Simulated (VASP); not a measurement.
Write the native input for VASP 6.6.1 that does the following.

| Property | Result |
| --- | --- |
| Task | relaxation of cell and atoms |
| Functional | PBEsol |
| Potentials or basis | VASP PAW PBE potentials, release 64 (B) |
| Cutoff | 600 eV |
| k mesh | 17 × 17 × 5 |
| Occupations | fermi-dirac, width 0.1 eV |
| Spin | no spin polarisation |
| Dipole correction | no |
| Further INCAR settings | ALGO = Normal; EDIFF = 1e-06; IBRION = 2; EDIFFG = -0.01; NSW = 80; ISIF = 3 |

The structure of B lies in POSCAR:

```
B
1.0
    2.1005919712      0.0000000000      0.0000000000
   -1.0502959856      1.8191660100      0.0000000000
    0.0000000000      0.0000000000      6.8605333778
B
4
Direct
    0.0000000000      0.0000000000      0.0000000000
    0.0000000000      0.0000000000      0.5000000000
    0.3333333333      0.6666666667      0.2500000000
    0.6666666667      0.3333333333      0.7500000000
```

These files were run (other wordings do the same):

INCAR

```
PREC = Accurate
ENCUT = 600
EDIFF = 1E-6
ISMEAR = -1
SIGMA = 0.1
LREAL = F
LASPH = T
NELM = 80
ALGO = Normal
ISIF = 3
LWAVE = F
LCHARG = F
GGA = PS
IBRION = 2
NSW = 80
EDIFFG = -0.01
```

KPOINTS

```
Automatic mesh
0
Gamma
  17 17 5
```

Potentials or basis: VASP PAW PBE potentials, release 64 (B).

Command:

```console
$ cat potpaw_PBE.64/B/POTCAR > POTCAR
$ mpirun -np 1 vasp_std > vasp.out
```

Results of the run:

- Relaxed volume: 7.68 Å³/atom
- Relaxed cell: a = 1.711 Å, b = 1.711 Å, c = 12.106 Å, α = 90.00°, β = 90.00°, γ = 120.00°
- Space group after relaxing (to 0.05 Å): P6_3/mmc (No. 194)
- Energy gained by relaxing: 610.9 meV/atom
- Ionic steps: 35
- Pressure after relaxing: 0.0 GPa
- Band gap on the k mesh: zero (band 6 reaches 9.66 eV, above the bottom of band 7 at -0.72 eV)

Caveat: the volume moved by over 15 % at a fixed basis, so the end points are rough; the PAW data sets were made with another functional, which shifts forces and pressure a little.

It took 9.9 min on 1 thread of AMD EPYC 7R13 Processor (Zen 3), with other jobs on the host, peak memory 0.12 GiB.
